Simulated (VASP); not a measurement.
# MoS2 in VASP: a series of runs

The runs below take MoS2 through single point, with PBEsol.

All numbers are computed with VASP 6.6.1; they aren't measurements. Logs are shortened: lines on timing, memory, paths and dates and some standing lists are left out, and cuts for length are marked.

**1. The cell of the first run**

The cell holds a slab with vacuum, 12 atoms: a = 3.184 Å, b = 3.184 Å, c = 34.479 Å, α = 90.00°, β = 90.00°, γ = 120.00°.

**2. Single point, PBEsol**

The input, INCAR:

```
SYSTEM = MoS2
PREC = Accurate
ENCUT = 500
EDIFF = 1E-6
ISMEAR = 0
SIGMA = 0.1
LREAL = .False.
LASPH = .True.
NELM = 120
ALGO = Normal
ISIF = 2
LWAVE = .False.
LCHARG = .False.
GGA = PS
NBANDS = 64
GGA_COMPAT = .False.
```

The input, KPOINTS:

```
Automatic mesh
0
Gamma
  6 6 1
  0 0 0
```

The input, POSCAR:

```
MoS2
1.0
    3.1837189500      0.0000000000      0.0000000000
   -1.5918594700      2.7571814900      0.0000000000
    0.0000000000      0.0000000000     34.4792384800
Mo S
4 8
Direct
    0.6666666700      0.3333333300      0.9064443700
    0.6666666700      0.3333333300      0.2790969700
    0.3333333300      0.6666666700      0.7209030300
    0.3333333300      0.6666666700      0.0935556300
    0.3333333300      0.6666666700      0.9514537000
    0.3333333300      0.6666666700      0.3240882500
    0.6666666700      0.3333333300      0.7659103400
    0.6666666700      0.3333333300      0.1385686900
    0.3333333300      0.6666666700      0.8614313100
    0.3333333300      0.6666666700      0.2340896600
    0.6666666700      0.3333333300      0.6759117500
    0.6666666700      0.3333333300      0.0485463000
```

Potentials or basis: VASP PAW PBE potentials, release 64 (Mo_sv, S).

Command:

```
$ cat potpaw_PBE.64/Mo_sv/POTCAR potpaw_PBE.64/S/POTCAR > POTCAR
$ mpirun -np 1 vasp_std > vasp.out
```

OUTCAR:

```text
SYSTEM = MoS2
   PREC = Accurate
   ENCUT = 500
   EDIFF = 1E-6
   ISMEAR = 0
   LREAL = .False.
   LASPH = .True.
   NELM = 120
   ISIF = 2
   GGA = PS

 ion  position               nearest neighbor table
   1  0.667  0.333  0.906-   5 2.41   5 2.41   5 2.41   9 2.41   9 2.41   9 2.41
   2  0.667  0.333  0.279-   6 2.41   6 2.41   6 2.41  10 2.41  10 2.41  10 2.41
   3  0.333  0.667  0.721-  11 2.41  11 2.41  11 2.41   7 2.41   7 2.41   7 2.41
   4  0.333  0.667  0.094-  12 2.41  12 2.41  12 2.41   8 2.41   8 2.41   8 2.41
   5  0.333  0.667  0.951-   1 2.41   1 2.41   1 2.41
   6  0.333  0.667  0.324-   2 2.41   2 2.41   2 2.41
   7  0.667  0.333  0.766-   3 2.41   3 2.41   3 2.41
   8  0.667  0.333  0.139-   4 2.41   4 2.41   4 2.41
   9  0.333  0.667  0.861-   1 2.41   1 2.41   1 2.41
  10  0.333  0.667  0.234-   2 2.41   2 2.41   2 2.41
  11  0.667  0.333  0.676-   3 2.41   3 2.41   3 2.41
  12  0.667  0.333  0.049-   4 2.41   4 2.41   4 2.41

  LATTYP: Found a hexagonal cell.
 ALAT       =     3.1837189500
 C/A-ratio  =    10.8298625040

  Lattice vectors:

 A1 = (   3.1837189500,   0.0000000000,   0.0000000000)
 A2 = (  -1.5918594700,   2.7571814900,   0.0000000000)
 A3 = (   0.0000000000,   0.0000000000,  34.4792384800)

Analysis of symmetry for initial positions (statically):
=====================================================================
 Subroutine PRICEL returns:
 Original cell was already a primitive cell.

 Routine SETGRP: Setting up the symmetry group for a
 hexagonal supercell.

 Subroutine GETGRP returns: Found 12 space group operations
 (whereof 12 operations were pure point group operations)
 out of a pool of 24 trial point group operations.

The static configuration has the point symmetry D_3d.

Analysis of symmetry for dynamics (positions and initial velocities):
=====================================================================
 Subroutine PRICEL returns:
 Original cell was already a primitive cell.

 Routine SETGRP: Setting up the symmetry group for a
 hexagonal supercell.

 Subroutine GETGRP returns: Found 12 space group operations
 (whereof 12 operations were pure point group operations)
 out of a pool of 24 trial point group operations.

The dynamic configuration has the point symmetry D_3d.

 Subroutine INISYM returns: Found 12 space group operations
 (whereof 12 operations are pure point group operations),
 and found     1 'primitive' translations

----------------------------------------------------------------------------------------

                                     Primitive cell

  volume of cell :     302.6619

  direct lattice vectors                    reciprocal lattice vectors
     3.183718950  0.000000000  0.000000000     0.314098077  0.181344609  0.000000000
    -1.591859470  2.757181490  0.000000000     0.000000000  0.362689219  0.000000000
     0.000000000  0.000000000 34.479238480     0.000000000  0.000000000  0.029002961

  length of vectors
     3.183718950  3.183718948 34.479238480     0.362689218  0.362689219  0.029002961

  position of ions in fractional coordinates (direct lattice)
     0.666666670  0.333333330  0.906444370
     0.666666670  0.333333330  0.279096970
     0.333333330  0.666666670  0.720903030
     0.333333330  0.666666670  0.093555630
     0.333333330  0.666666670  0.951453700
     0.333333330  0.666666670  0.324088250
     0.666666670  0.333333330  0.765910340
     0.666666670  0.333333330  0.138568690
     0.333333330  0.666666670  0.861431310
     0.333333330  0.666666670  0.234089660
     0.666666670  0.333333330  0.675911750
     0.666666670  0.333333330  0.048546300

  ion indices of the primitive-cell ions
   primitive index   ion index
                 1           1
                 2           2
                 3           3
                 4           4
                 5           5
                 6           6
                 7           7
                 8           8
                 9           9
                10          10
                11          11
                12          12

----------------------------------------------------------------------------------------

 KPOINTS: Automatic mesh

Automatic generation of k-mesh.
 Grid dimensions read from file:
 generate k-points for:    6    6    1

 Generating k-lattice:

  Cartesian coordinates                     Fractional coordinates (reciprocal lattice)
     0.052349680  0.030224101  0.000000000     0.166666667  0.000000000  0.000000000
     0.000000000  0.060448203  0.000000000     0.000000000  0.166666667  0.000000000
     0.000000000  0.000000000  0.029002961     0.000000000  0.000000000  1.000000000

  Length of vectors
     0.060448203  0.060448203  0.029002961

  Shift w.r.t. Gamma in fractional coordinates (k-lattice)
     0.000000000  0.000000000  0.000000000

 Subroutine IBZKPT returns following result:
 ===========================================

 Found      7 irreducible k-points:

 Following reciprocal coordinates:
            Coordinates               Weight
  0.000000  0.000000  0.000000      1.000000
  0.166667  0.000000  0.000000      6.000000
  0.333333  0.000000  0.000000      6.000000
  0.500000  0.000000  0.000000      3.000000
  0.166667  0.166667  0.000000      6.000000
  0.333333  0.166667  0.000000     12.000000
  0.333333  0.333333  0.000000      2.000000
   k-points           NKPTS =      7   k-points in BZ     NKDIM =      7   number of bands    NBANDS=     64
   number of dos      NEDOS =    301   number of ions     NIONS =     12
   total plane-waves  NPLWV = 145152
   dimension x,y,z NGX =    24 NGY =   24 NGZ =  252
   dimension x,y,z NGXF=    48 NGYF=   48 NGZF=  504
   ions per type =               4   8
   NGX,Y,Z   is equivalent  to a cutoff of  12.53, 12.53, 12.15 a.u.
   NGXF,Y,Z  is equivalent  to a cutoff of  25.06, 25.06, 24.30 a.u.
 SYSTEM =  MoS2
   PREC   = accura    normal or accurate (medium, high low for compatibility)
   ISTART =      0    job   : 0-new  1-cont  2-samecut
   ICHARG =      2    charge: 1-file 2-atom 10-const
   ISPIN  =      1    spin polarized calculation?
   LNONCOLLINEAR =      F non collinear calculations
   LSORBIT =      F    spin-orbit coupling
   LASPH  =      T    aspherical Exc in radial PAW
   ENCUT  =  500.0 eV  36.75 Ry    6.06 a.u.   5.80  5.80 62.86*2*pi/ulx,y,z
   NELM   =    120;   NELMIN=  2; NELMDL= -5     # of ELM steps
   EDIFF  = 0.1E-05   stopping-criterion for ELM
   LREAL  =      F    real-space projection
   EDIFFG = 0.1E-04   stopping-criterion for IOM
   NSW    =      0    number of steps for IOM
   IBRION =     -1    ionic relax: 0-MD 1-quasi-New 2-CG
   NFREE  =      0    steps in history (QN), initial steepest desc. (CG)
   ISIF   =      2    stress and relaxation
   ISYM   =      2    0-nonsym 1-usesym 2-fastsym
   POTIM  = 0.5000    time-step for ionic-motion
   TEBEG  =    0.0;   TEEND  =   0.0 temperature during run
   PSTRESS=    0.0 pullay stress
   NELECT =     104.0000    total number of electrons
   NUPDOWN=      -1.0000    fix difference up-down
   EMIN   =  10.00;   EMAX   =-10.00  energy-range for DOS
   EFERMI =   0.00;   METHOD = LEGACY
   ISMEAR =     0;   SIGMA  =   0.10  broadening in eV -4-tet -1-fermi 0-gaus
   EFERMI_NEDOS =   21; number of points for ismear=-14 and -15
   IALGO  =     38    algorithm
   IMIX   =      4    mixing-type and parameters
     AMIX     =   0.40;   BMIX     =  1.00
     AMIX_MAG =   1.60;   BMIX_MAG =  1.00
  volume/ion in A,a.u.               =      25.22       170.21
  Fermi-wavevector in a.u.,A,eV,Ry     =   1.146657  2.166867 17.889230  1.314821
  Thomas-Fermi vector in A             =   2.283340
   LORBIT       =      0    0 simple, 1 ext, 2 COOP (PROOUT), +10 PAW based schemes
   GGA     = PS    functional components
   LHFCALC =     F    Hartree Fock is set to
   AEXX    =    0.0000 exact exchange contribution
   IVDW    =     0    specifies the selected vdW correction
   LEPSILON=     F    determine dielectric tensor
   LRPA    =     F    only Hartree local field effects (RPA)
 non-spin polarized calculation
 Gauss-broadening in eV      SIGMA  =   0.10
  energy-cutoff  :      500.00
  volume of cell :      302.66
 maximum number of plane-waves:      7704
 NGX is ok and might be reduce to    24
   NGX = 11   NGY = 11   NGZ =125

 number of electron     103.9999997 magnetization

 Free energy of the ion-electron system (eV)
  ---------------------------------------------------
  ext. energy  EPLUGINS =         0.00000000
  ---------------------------------------------------
  free energy    TOTEN  =       -93.70610613 eV

  energy without entropy =      -93.70610613  energy(sigma->0) =      -93.70610613

 E-fermi :   4.0751     XC(G=0):  -8.1591

 val. band max:        3.5553166453   @ k =   0.0000   0.0000   0.0000
 cond. band min:       4.6686604868   @ k =   0.3333   0.3333   0.0000
 fundamental gap:      1.1133438415
 Fermi energy:         4.0750822222

 k-point     1 :       0.0000    0.0000    0.0000
  band No.  band energies     occupation
      1     -57.7206      2.00000
      2     -57.7206      2.00000
      3     -57.7202      2.00000
      4     -57.7202      2.00000
      5     -31.9027      2.00000
      6     -31.9027      2.00000
[... 56 lines left out ...]
     63       6.0899      0.00000
     64       6.1157      0.00000

 k-point     2 :       0.1667    0.0000    0.0000
  band No.  band energies     occupation
      1     -57.7112      2.00000
      2     -57.7112      2.00000
      3     -57.7107      2.00000
      4     -57.7107      2.00000
      5     -31.8838      2.00000
      6     -31.8838      2.00000
[... 56 lines left out ...]
     63       5.7692      0.00000
     64       5.7832      0.00000

 k-point     3 :       0.3333    0.0000    0.0000
  band No.  band energies     occupation
      1     -57.6922      2.00000
      2     -57.6922      2.00000
      3     -57.6918      2.00000
      4     -57.6918      2.00000
      5     -31.9728      2.00000
      6     -31.9728      2.00000
[... 56 lines left out ...]
     63       6.6148      0.00000
     64       6.7692      0.00000

 k-point     4 :       0.5000    0.0000    0.0000
  band No.  band energies     occupation
      1     -57.6827      2.00000
      2     -57.6827      2.00000
      3     -57.6822      2.00000
      4     -57.6822      2.00000
      5     -32.0649      2.00000
      6     -32.0649      2.00000
[... 56 lines left out ...]
     63       7.0245      0.00000
     64       7.2278      0.00000

 k-point     5 :       0.1667    0.1667    0.0000
  band No.  band energies     occupation
      1     -57.6970      2.00000
      2     -57.6970      2.00000
      3     -57.6965      2.00000
      4     -57.6965      2.00000
      5     -31.9085      2.00000
      6     -31.9085      2.00000
[... 56 lines left out ...]
     63       5.9159      0.00000
     64       5.9663      0.00000

 k-point     6 :       0.3333    0.1667    0.0000
  band No.  band energies     occupation
      1     -57.6827      2.00000
      2     -57.6827      2.00000
      3     -57.6823      2.00000
      4     -57.6822      2.00000
      5     -32.0179      2.00000
      6     -32.0179      2.00000
[... 56 lines left out ...]
     63       6.5206      0.00000
     64       6.6357      0.00000

 k-point     7 :       0.3333    0.3333    0.0000
  band No.  band energies     occupation
      1     -57.6779      2.00000
      2     -57.6779      2.00000
      3     -57.6775      2.00000
      4     -57.6775      2.00000
      5     -31.9728      2.00000
      6     -31.9728      2.00000
[... 56 lines left out ...]
     63       6.6109      0.00000
     64       6.6109      0.00000

------------------------ aborting loop because EDIFF is reached ----------------------------------------

  FORCE on cell =-STRESS in cart. coord.  units (eV):
  Direction    XX          YY          ZZ          XY          YZ          ZX
  --------------------------------------------------------------------------------------
  -------------------------------------------------------------------------------------
  Total       -5.5446463     -5.5446463     -2.0130024     -0.0000000      0.0000000     -0.0000000
  in kB      -29.3512560    -29.3512560    -10.6560715     -0.0000001      0.0000000     -0.0000000
  external PRESSURE =     -23.1195278 kB  Pullay stress =       0.0000000 kB

 VOLUME and BASIS-vectors are now :
 -----------------------------------------------------------------------------
  energy-cutoff  :      500.00
  volume of cell :      302.66
      direct lattice vectors                 reciprocal lattice vectors
     3.183718950  0.000000000  0.000000000     0.314098077  0.181344609  0.000000000
    -1.591859470  2.757181490  0.000000000     0.000000000  0.362689219  0.000000000
     0.000000000  0.000000000 34.479238480     0.000000000  0.000000000  0.029002961

 POSITION                                       TOTAL-FORCE (eV/Angst)
 -----------------------------------------------------------------------------------
      1.59186      0.91906     31.25351         0.000000     -0.000000      0.000119
      1.59186      0.91906      9.62305         0.000000     -0.000000      0.005630
     -0.00000      1.83812     24.85619        -0.000000      0.000000     -0.005630
     -0.00000      1.83812      3.22573        -0.000000      0.000000     -0.000119
     -0.00000      1.83812     32.80540         0.000000     -0.000000     -0.118832
     -0.00000      1.83812     11.17432         0.000000     -0.000000     -0.139895
      1.59186      0.91906     26.40801         0.000000     -0.000000     -0.115909
      1.59186      0.91906      4.77774        -0.000000     -0.000000     -0.122253
     -0.00000      1.83812     29.70150         0.000000      0.000000      0.122253
     -0.00000      1.83812      8.07123        -0.000000      0.000000      0.115909
      1.59186      0.91906     23.30492        -0.000000      0.000000      0.139895
      1.59186      0.91906      1.67384        -0.000000      0.000000      0.118832
 -----------------------------------------------------------------------------------
    total drift:                                0.000000      0.000000      0.000000

  FREE ENERGIE OF THE ION-ELECTRON SYSTEM (eV)
  ---------------------------------------------------
  free  energy   TOTEN  =       -93.7061061320 eV

  energy  without entropy=      -93.7061061320  energy(sigma->0) =      -93.70610613
```

Run time: 6.8 min. Hardware: 1 thread of Oxide Virtual Turin-like, shared host; peak memory 0.39 GiB.

Results:

```yaml
Free_energy: -93.7061 eV
Largest_force: 0.140 eV/Å
Band_gap_on_the_k_mesh: 1.11 eV (least direct gap 1.63 eV)
```

Forces on the atoms (eV/Å):
```
Mo   0.000  0.000  0.000
Mo   0.000  0.000  0.006
Mo   0.000  0.000 -0.006
Mo   0.000  0.000  0.000
S    0.000  0.000 -0.119
S    0.000  0.000 -0.140
S    0.000  0.000 -0.116
S    0.000  0.000 -0.122
S    0.000  0.000  0.122
S    0.000  0.000  0.116
S    0.000  0.000  0.140
S    0.000  0.000  0.119
```

Levels at points of the mesh, in eV from the valence-band top:
```
           k point  band 49  band 50  band 51  band 52  band 53  band 54  band 55  band 56
(0.00, 0.00, 0.00)    -0.77    -0.45    -0.16     0.00     2.24     2.24     2.25     2.25
(0.50, 0.00, 0.00)    -1.21    -1.19    -1.16    -1.15     1.71     1.72     1.73     1.73
```

Caveat: there is no dipole correction, which matters where the two faces differ; the PAW data sets were made with another functional, which shifts forces and pressure a little.

(Continued in part 2 of 2.)
